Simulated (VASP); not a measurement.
# CdPbS2 (R-3m) in VASP: further runs

CdPbS2 is run at these levels: LDA; tasks: single point, relaxation of volume and atoms at fixed shape.

Everything below comes from runs of VASP 6.6.1. Logs are shortened: lines on timing, memory, paths and dates and some standing lists are left out, and cuts for length are marked.

### 1 The cell of the first run

The structure is trigonal, space group R-3m (No. 166). The conventional cell has a = 3.961 Å, b = 3.961 Å, c = 19.296 Å, α = 90.00°, β = 90.00°, γ = 120.00°. Within 3.6 Å of Cd (site symmetry -3m) lie 6 S at 2.70 Å. Pb (site symmetry -3m) has 6 S at 2.90 Å and 6 Cd at 3.95 Å and 6 Pb at 3.96 Å within 4.0 Å. Within 3.7 Å of S (site symmetry 3m) lie 3 Cd at 2.70 Å and 3 Pb at 2.90 Å and 3 S at 3.66 Å.

### 2 Single point, LDA

File INCAR:

```
SYSTEM = CdPbS2
PREC     = Accurate       ! precision mode
ENCUT    = 520            ! plane-wave cutoff, eV
EDIFF    = 1E-6           ! SCF threshold, eV
ISMEAR   = -1             ! smearing method
SIGMA    = 0.02           ! smearing width, eV
LREAL    = .False.        ! projectors in reciprocal space
LASPH    = .True.         ! aspherical terms in the spheres
NELM     = 100            ! most SCF steps
ALGO     = Normal         ! electronic algorithm
ISIF     = 2              ! what is computed and relaxed
LWAVE    = .False.        ! write WAVECAR
LCHARG   = .True.         ! write CHGCAR
LELF     = .True.         ! ELF
LVHAR    = .True.       
NBANDS   = 27             ! bands
```

File KPOINTS:

```
regular mesh
0
Gamma
  7 7 7
  0 0 0
```

File POSCAR:

```
CdPbS2
1.0
    6.8265333347      0.0000000000      0.0000000000
    5.6772468930      3.7908343522      0.0000000000
    5.6772468930      1.7211996817      3.3775578073
Cd Pb S
1 1 2
Direct
    0.0000000000      0.0000000000      0.0000000000
    0.5000000000      0.5000000000      0.5000000000
    0.7406546709      0.7406546709      0.7406546709
    0.2593453291      0.2593453291      0.2593453291
```

Potentials or basis: VASP PAW LDA potentials, release 64 (Cd, Pb_d, S).

Launch:

```console
cat potpaw_LDA.64/Cd/POTCAR potpaw_LDA.64/Pb_d/POTCAR potpaw_LDA.64/S/POTCAR > POTCAR
mpirun -np 1 vasp_std > vasp.out
```

OUTCAR:

```text
SYSTEM = CdPbS2
   PREC = Accurate
   ENCUT = 520
   EDIFF = 1E-6
   ISMEAR = -1
   LREAL = .False.
   LASPH = .True.
   NELM = 100
   ISIF = 2

 ion  position               nearest neighbor table
   1  0.000  0.000  0.000-   3 2.70   4 2.70   4 2.70   3 2.70   3 2.70   4 2.70   2 3.95   2 3.95
                             2 3.95   2 3.95   2 3.95   2 3.95
   2  0.500  0.500  0.500-   4 2.90   3 2.90   3 2.90   4 2.90   4 2.90   3 2.90   1 3.95   1 3.95
                             1 3.95   1 3.95   1 3.95   1 3.95
   3  0.741  0.741  0.741-   1 2.70   1 2.70   1 2.70   2 2.90   2 2.90   2 2.90
   4  0.259  0.259  0.259-   1 2.70   1 2.70   1 2.70   2 2.90   2 2.90   2 2.90

  LATTYP: Found a trigonal (rhomboedric) cell.
 ALAT       =     6.8265333347
 COS(alpha) =     0.8316442057

  Lattice vectors:

 A1 = (   6.8265333347,   0.0000000000,   0.0000000000)
 A2 = (   5.6772468930,   3.7908343522,   0.0000000000)
 A3 = (   5.6772468930,   1.7211996817,   3.3775578073)

Analysis of symmetry for initial positions (statically):
=====================================================================
 Subroutine PRICEL returns:
 Original cell was already a primitive cell.

 Routine SETGRP: Setting up the symmetry group for a
 trigonal (rhombohedral) supercell.

 Subroutine GETGRP returns: Found 12 space group operations
 (whereof 12 operations were pure point group operations)
 out of a pool of 12 trial point group operations.

The static configuration has the point symmetry D_3d.

Analysis of symmetry for dynamics (positions and initial velocities):
=====================================================================
 Subroutine PRICEL returns:
 Original cell was already a primitive cell.

 Routine SETGRP: Setting up the symmetry group for a
 trigonal (rhombohedral) supercell.

 Subroutine GETGRP returns: Found 12 space group operations
 (whereof 12 operations were pure point group operations)
 out of a pool of 12 trial point group operations.

The dynamic configuration has the point symmetry D_3d.

 Subroutine INISYM returns: Found 12 space group operations
 (whereof 12 operations are pure point group operations),
 and found     1 'primitive' translations

----------------------------------------------------------------------------------------

                                     Primitive cell

  volume of cell :      87.4053

  direct lattice vectors                    reciprocal lattice vectors
     6.826533335  0.000000000  0.000000000     0.146487236 -0.219382893 -0.134429214
     5.677246893  3.790834352  0.000000000     0.000000000  0.263794170 -0.134429214
     5.677246893  1.721199682  3.377557807     0.000000000  0.000000000  0.296071913

  length of vectors
     6.826533335  6.826533335  6.826533335     0.296071913  0.296071913  0.296071913

  position of ions in fractional coordinates (direct lattice)
     0.000000000  0.000000000  0.000000000
     0.500000000  0.500000000  0.500000000
     0.740654671  0.740654671  0.740654671
     0.259345329  0.259345329  0.259345329

  ion indices of the primitive-cell ions
   primitive index   ion index
                 1           1
                 2           2
                 3           3
                 4           4

----------------------------------------------------------------------------------------

 KPOINTS: regular mesh

Automatic generation of k-mesh.
 Grid dimensions read from file:
 generate k-points for:    7    7    7

 Generating k-lattice:

  Cartesian coordinates                     Fractional coordinates (reciprocal lattice)
     0.020926748 -0.031340413 -0.019204173     0.142857143  0.000000000  0.000000000
     0.000000000  0.037684881 -0.019204173     0.000000000  0.142857143 -0.000000000
     0.000000000  0.000000000  0.042295988     0.000000000  0.000000000  0.142857143

  Length of vectors
     0.042295988  0.042295988  0.042295988

  Shift w.r.t. Gamma in fractional coordinates (k-lattice)
     0.000000000  0.000000000  0.000000000

 Subroutine IBZKPT returns following result:
 ===========================================

 Found     44 irreducible k-points:

 Following reciprocal coordinates:
            Coordinates               Weight
  0.000000  0.000000  0.000000      1.000000
  0.142857  0.000000  0.000000      6.000000
  0.285714 -0.000000  0.000000      6.000000
  0.428571  0.000000  0.000000      6.000000
  0.142857  0.142857 -0.000000      6.000000
  0.285714  0.142857  0.000000     12.000000
[... 16 lines left out ...]
  0.285714  0.285714  0.142857      6.000000
  0.428571  0.285714  0.142857     12.000000
 [... further k-points ...]
   k-points           NKPTS =     44   k-points in BZ     NKDIM =     44   number of bands    NBANDS=     27
   number of dos      NEDOS =    301   number of ions     NIONS =      4
   total plane-waves  NPLWV = 157464
   dimension x,y,z NGX =    54 NGY =   54 NGZ =   54
   dimension x,y,z NGXF=   108 NGYF=  108 NGZF=  108
   ions per type =               1   1   2
   NGX,Y,Z   is equivalent  to a cutoff of  13.15, 13.15, 13.15 a.u.
   NGXF,Y,Z  is equivalent  to a cutoff of  26.30, 26.30, 26.30 a.u.
 SYSTEM =  CdPbS2
   PREC   = accura    normal or accurate (medium, high low for compatibility)
   ISTART =      0    job   : 0-new  1-cont  2-samecut
   ICHARG =      2    charge: 1-file 2-atom 10-const
   ISPIN  =      1    spin polarized calculation?
   LNONCOLLINEAR =      F non collinear calculations
   LSORBIT =      F    spin-orbit coupling
   LASPH  =      T    aspherical Exc in radial PAW
   ENCUT  =  520.0 eV  38.22 Ry    6.18 a.u.  12.69 12.69 12.69*2*pi/ulx,y,z
   NELM   =    100;   NELMIN=  2; NELMDL= -5     # of ELM steps
   EDIFF  = 0.1E-05   stopping-criterion for ELM
   LREAL  =      F    real-space projection
   EDIFFG = 0.1E-04   stopping-criterion for IOM
   NSW    =      0    number of steps for IOM
   IBRION =     -1    ionic relax: 0-MD 1-quasi-New 2-CG
   NFREE  =      0    steps in history (QN), initial steepest desc. (CG)
   ISIF   =      2    stress and relaxation
   ISYM   =      2    0-nonsym 1-usesym 2-fastsym
   POTIM  = 0.5000    time-step for ionic-motion
   TEBEG  =    0.0;   TEEND  =   0.0 temperature during run
   PSTRESS=    0.0 pullay stress
   NELECT =      38.0000    total number of electrons
   NUPDOWN=      -1.0000    fix difference up-down
   EMIN   =  10.00;   EMAX   =-10.00  energy-range for DOS
   EFERMI =   0.00;   METHOD = LEGACY
   ISMEAR =    -1;   SIGMA  =   0.02  broadening in eV -4-tet -1-fermi 0-gaus
   EFERMI_NEDOS =   21; number of points for ismear=-14 and -15
   IALGO  =     38    algorithm
   IMIX   =      4    mixing-type and parameters
     AMIX     =   0.40;   BMIX     =  1.00
     AMIX_MAG =   1.60;   BMIX_MAG =  1.00
  volume/ion in A,a.u.               =      21.85       147.46
  Fermi-wavevector in a.u.,A,eV,Ry     =   1.240195  2.343629 20.926910  1.538084
  Thomas-Fermi vector in A             =   2.374646
   LORBIT       =      0    0 simple, 1 ext, 2 COOP (PROOUT), +10 PAW based schemes
   GGA     = CA    functional components
   LHFCALC =     F    Hartree Fock is set to
   AEXX    =    0.0000 exact exchange contribution
   IVDW    =     0    specifies the selected vdW correction
   LEPSILON=     F    determine dielectric tensor
   LRPA    =     F    only Hartree local field effects (RPA)
 non-spin polarized calculation
  energy-cutoff  :      520.00
  volume of cell :       87.41
 maximum number of plane-waves:      2405
 NGX is ok and might be reduce to    54
   NGX = 25   NGY = 25   NGZ = 25

 number of electron      38.0000000 magnetization

 Free energy of the ion-electron system (eV)
  ---------------------------------------------------
  ext. energy  EPLUGINS =         0.00000000
  ---------------------------------------------------
  free energy    TOTEN  =       -17.22800073 eV

  energy without entropy =      -17.22800073  energy(sigma->0) =      -17.22800073

 E-fermi :   5.6027     XC(G=0): -10.6564

 val. band max:        5.1694876335   @ k =   0.4286   0.4286   0.4286
 cond. band min:       6.0435276629   @ k =   0.4286   0.0000   0.0000
 fundamental gap:      0.8740400293
 Fermi energy:         5.6027125026

 k-point     1 :       0.0000    0.0000    0.0000
  band No.  band energies     occupation
      1     -11.5231      2.00000
      2     -11.5231      2.00000
      3     -11.4993      2.00000
      4     -11.4600      2.00000
      5     -11.4600      2.00000
      6      -8.6355      2.00000
[... 19 lines left out ...]
     26      12.7981      0.00000
     27      12.8223      0.00000

 k-point     2 :       0.1429    0.0000    0.0000
  band No.  band energies     occupation
      1     -11.5380      2.00000
      2     -11.5077      2.00000
      3     -11.4892      2.00000
      4     -11.4740      2.00000
      5     -11.4612      2.00000
      6      -8.4538      2.00000
[... 19 lines left out ...]
     26      12.1490      0.00000
     27      12.6450      0.00000

 k-point     3 :       0.2857   -0.0000    0.0000
  band No.  band energies     occupation
      1     -11.5826      2.00000
      2     -11.5011      2.00000
      3     -11.4846      2.00000
      4     -11.4592      2.00000
      5     -11.4518      2.00000
      6      -7.9669      2.00000
[... 19 lines left out ...]
     26      12.0955      0.00000
     27      12.4867      0.00000

 k-point     4 :       0.4286    0.0000    0.0000
  band No.  band energies     occupation
      1     -11.6221      2.00000
      2     -11.5149      2.00000
      3     -11.4837      2.00000
      4     -11.4380      2.00000
      5     -11.4263      2.00000
      6      -7.4336      2.00000
[... 19 lines left out ...]
     26      12.3386      0.00000
     27      12.4251      0.00000
[... 516 lines left out ...]
      4     -11.4594      2.00000
      5     -11.4518      2.00000
      6      -7.9768      2.00000
[... 19 lines left out ...]
     26      12.1973      0.00000
     27      12.8402      0.00000

 k-point    23 :       0.2857    0.2857    0.1429
  band No.  band energies     occupation
      1     -11.5383      2.00000
      2     -11.5076      2.00000
      3     -11.4882      2.00000
      4     -11.4745      2.00000
      5     -11.4611      2.00000
      6      -8.3245      2.00000
[... 19 lines left out ...]
     26      11.8010      0.00000
     27      13.2105      0.00000

 k-point    24 :       0.4286    0.2857    0.1429
  band No.  band energies     occupation
      1     -11.5619      2.00000
      2     -11.5000      2.00000
      3     -11.4887      2.00000
      4     -11.4737      2.00000
      5     -11.4532      2.00000
      6      -7.9630      2.00000
[... 19 lines left out ...]
     26      11.9413      0.00000
     27      12.8109      0.00000

 [... further k-points ...]

------------------------ aborting loop because EDIFF is reached ----------------------------------------

  FORCE on cell =-STRESS in cart. coord.  units (eV):
  Direction    XX          YY          ZZ          XY          YZ          ZX
  --------------------------------------------------------------------------------------
  -------------------------------------------------------------------------------------
  Total        0.2104612      0.1509955      0.1472365      0.0198533      0.0036882      0.0121653
  in kB        3.8578451      2.7678139      2.6989092      0.3639200      0.0676068      0.2229959
  external PRESSURE =       3.1081894 kB  Pullay stress =       0.0000000 kB

 VOLUME and BASIS-vectors are now :
 -----------------------------------------------------------------------------
  energy-cutoff  :      520.00
  volume of cell :       87.41
      direct lattice vectors                 reciprocal lattice vectors
     6.826533335  0.000000000  0.000000000     0.146487236 -0.219382893 -0.134429214
     5.677246893  3.790834352  0.000000000     0.000000000  0.263794170 -0.134429214
     5.677246893  1.721199682  3.377557807     0.000000000  0.000000000  0.296071913

 POSITION                                       TOTAL-FORCE (eV/Angst)
 -----------------------------------------------------------------------------------
      0.00000      0.00000      0.00000        -0.000000     -0.000000      0.000000
      9.09051      2.75602      1.68878        -0.000000     -0.000000      0.000000
     13.46586      4.08251      2.50160         0.028797      0.008731      0.005350
      4.71516      1.42952      0.87595        -0.028797     -0.008731     -0.005350
 -----------------------------------------------------------------------------------
    total drift:                                0.000000     -0.000000      0.000000

  FREE ENERGIE OF THE ION-ELECTRON SYSTEM (eV)
  ---------------------------------------------------
  free  energy   TOTEN  =       -17.2280007282 eV

  energy  without entropy=      -17.2280007282  energy(sigma->0) =      -17.22800073
```

Run time: 7.5 min. Hardware: 1 thread of Intel Xeon 8259CL, shared host; peak memory 0.36 GiB.

What came out:

```yaml
Free_energy: -17.2280 eV
Pressure: 0.3 GPa
Largest_force: 0.031 eV/Å
Band_gap_on_the_k_mesh: 0.87 eV (least direct gap 1.16 eV)
```

Forces on the atoms (eV/Å):
```
Cd   0.000  0.000  0.000
Pb   0.000  0.000  0.000
S    0.029  0.009  0.005
S   -0.029 -0.009 -0.005
```

Stress tensor (GPa, compression positive):
```
0.39 0.04 0.02
0.04 0.28 0.01
0.02 0.01 0.27
```

Caveat: spin-orbit coupling is left out, which moves the levels of the heavy elements; an odd mesh through Γ misses points on the zone boundary, where band edges can lie.

### 3 Relaxation of volume and atoms at fixed shape, LDA

This run uses another cell than the first one, of 23.85 Å³/atom.

File INCAR:

```
SYSTEM = CdPbS2
  PREC = Accurate
  ENCUT = 600
  EDIFF = 1E-7
  ISMEAR = -1
  SIGMA = 0.02
  LREAL = .False.
  LASPH = .True.
  NELM = 80
  ALGO = Normal
  ISIF = 8
  LWAVE = .False.
  LCHARG = .False.
  IBRION = 2
  NSW = 80
  EDIFFG = -0.01
```

KPOINTS is that of step 2.

File POSCAR:

```
CdPbS2
1.0
    7.0287700000      0.0000000000      0.0000000000
    5.8454358439      3.9031381615      0.0000000000
    5.8454358439      1.7721903774      3.4776182617
Cd Pb S
1 1 2
Direct
    0.0000000000      0.0000000000      0.0000000000
    0.5000000000      0.5000000000      0.5000000000
    0.7412780000      0.7412780000      0.7412780000
    0.2587220000      0.2587220000      0.2587220000
```

Potentials or basis: VASP PAW LDA potentials, release 64 (Cd, Pb_d, S).

Launch:

```console
cat potpaw_LDA.64/Cd/POTCAR potpaw_LDA.64/Pb_d/POTCAR potpaw_LDA.64/S/POTCAR > POTCAR
mpirun -np 1 vasp_std > vasp.out
```

It took 35 min on 1 thread of Intel Xeon 8259CL, shared host; peak memory 0.43 GiB.

Results (log left out):

* Free energy: -17.2303 eV
* Relaxed volume: 21.94 Å³/atom
* Relaxed cell: a = 6.836 Å, b = 6.836 Å, c = 6.836 Å, α = 33.73°, β = 33.73°, γ = 33.73°
* Space group after relaxing (to 0.1 Å): R-3m (No. 166)
* Energy gained by relaxing: 34.5 meV/atom
* Ionic steps: 8
* Pressure after relaxing: 0.0 GPa
* Largest force after relaxing: 0.003 eV/Å
* Band gap on the k mesh: 0.88 eV (least direct gap 1.16 eV)

Forces on the atoms (eV/Å):
```
Cd   0.000  0.000  0.000
Pb   0.000  0.000  0.000
S    0.003  0.001  0.001
S   -0.003 -0.001 -0.001
```

Stress tensor (GPa, compression positive):
```
 0.10  0.04  0.02
 0.04 -0.01  0.01
 0.02  0.01 -0.02
```

Step by step:
| step | energy change (eV) | largest force (eV/Å) | pressure (GPa) | volume (Å³) |
| --- | --- | --- | --- | --- |
| 1 | 0.0000 | 0.0468 | -5.36 | 95.41 |
| 2 | -0.1113 | 0.0481 | 2.93 | 84.80 |
| 3 | -0.1378 | 0.0517 | 0.00 | 87.79 |
| 4 | -0.1377 | 0.0517 | 0.13 | 87.64 |
| 5 | -0.1380 | 0.0330 | -0.05 | 87.85 |
| 6 | -0.1380 | 0.0285 | -0.10 | 87.90 |
| 7 | -0.1381 | 0.0101 | -0.03 | 87.82 |
| 8 | -0.1381 | 0.0031 | 0.02 | 87.76 |

Final structure:
```
Cd Pb S
1.0
     6.83583    0.00000    0.00000
     5.68498    3.79600    0.00000
     5.68498    1.72354    3.38216
Cd Pb S
1 1 2
Direct
  0.00000 0.00000 0.00000
  0.50000 0.50000 0.50000
  0.74084 0.74084 0.74084
  0.25916 0.25916 0.25916
```

Levels at points of the mesh, in eV from the valence-band top:
```csv
k point,band 15,band 16,band 17,band 18,band 19,band 20,band 21,band 22,band 23
"(0.00, 0.00, 0.00)",-1.89,-1.75,-1.75,-1.09,-1.09,1.57,3.15,3.15,3.76
```

Caveat: spin-orbit coupling is left out, which moves the levels of the heavy elements; an odd mesh through Γ misses points on the zone boundary, where band edges can lie.
